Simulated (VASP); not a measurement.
Runs of VASP 6.6.1 on AlNi. The structure is that of space group Pm-3m (No. 221), or close to it. The cells are those of the table. 

| cell | gap on the mesh (eV) | pressure (GPa) |
| --- | --- | --- |
| a = 3.100, b = 3.100, c = 2.900 Å, 2 atoms | none | -16.3 |
| a = 2.995, b = 2.995, c = 2.900 Å, 2 atoms | none | -9.8 |
| a = 2.677, b = 2.677, c = 2.900 Å, 2 atoms | none | (a) |
| a = 2.783, b = 2.783, c = 2.900 Å, 2 atoms | none | 14.1 |

Alike in all rows: task single point; level PBE; potentials or basis VASP PAW PBE potentials, release 64 (Al, Ni); no spin polarisation; k mesh 16 × 16 × 16; cutoff (eV) 520; smearing gaussian 0.15 eV.

**Question.** Fill in the values left out.

**Answer.** (a) 34.3.

Caveats: the cell stands under tension (at least some runs); the stress differs along the axes, from 30 to 37 GPa (at least some runs); the cell stands under pressure (at least some runs).

A gap of «none» marks levels without a gap at the run's occupations.
